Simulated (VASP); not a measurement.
Write the native input for VASP 6.6.1 that does the following.

```yaml
Task: relaxation of cell and atoms
Functional: PBEsol
Potentials_or_basis: VASP PAW PBE potentials, release 64 (Mg, S)
Cutoff: 600 eV
k_mesh: 7 × 7 × 7
Occupations: gaussian, width 0.02 eV
Spin: no spin polarisation
Dipole_correction: no
Further_INCAR_settings: ALGO = Normal; EDIFF = 1e-07; IBRION = 2; EDIFFG = -0.01; NSW = 80; ISIF = 3
```

The structure of MgS lies in POSCAR:

```
MgS
1.0
    0.0000000000      2.6500000000      2.6500000000
    2.6500000000      0.0000000000      2.6500000000
    2.6500000000      2.6500000000      0.0000000000
Mg S
1 1
Direct
    0.0000000000      0.0000000000      0.0000000000
    0.5000000000      0.5000000000      0.5000000000
```

These files were run (other wordings do the same):

INCAR

```
ALGO = Normal
EDIFF = 1E-7
EDIFFG = -0.01
ENCUT = 600
GGA = PS
GGA_COMPAT = F
IBRION = 2
ISIF = 3
ISMEAR = 0
LASPH = T
LCHARG = F
LREAL = F
LWAVE = F
NELM = 120
NELMIN = 4
NSW = 80
PREC = Accurate
SIGMA = 0.02
```

KPOINTS

```
k-points
0
Gamma
  7 7 7
```

Potentials or basis: VASP PAW PBE potentials, release 64 (Mg, S).

Run with:

```sh
$ cat potpaw_PBE.64/Mg/POTCAR potpaw_PBE.64/S/POTCAR > POTCAR
$ mpirun -np 1 vasp_std > vasp.out
```

It gave:

```json
{
  "Relaxed volume": "17.36 Å³/atom",
  "Relaxed cell": "a = 3.662 Å, b = 3.662 Å, c = 3.662 Å, α = 60.00°, β = 60.00°, γ = 60.00°",
  "Space group after relaxing (to 0.1 Å)": "Fm-3m (No. 225)",
  "Energy gained by relaxing": "19.8 meV/atom",
  "Ionic steps": "3",
  "Pressure after relaxing": "0.0 GPa",
  "Band gap on the k mesh": "2.95 eV (least direct gap 3.71 eV)"
}
```

Caveat: the PAW data sets were made with another functional, which shifts forces and pressure a little; an odd mesh through Γ misses points on the zone boundary, where band edges can lie.

Run time: 24 s on 1 thread of AMD EPYC 7R13 Processor (Zen 3), on a shared host, peak memory 0.14 GiB.
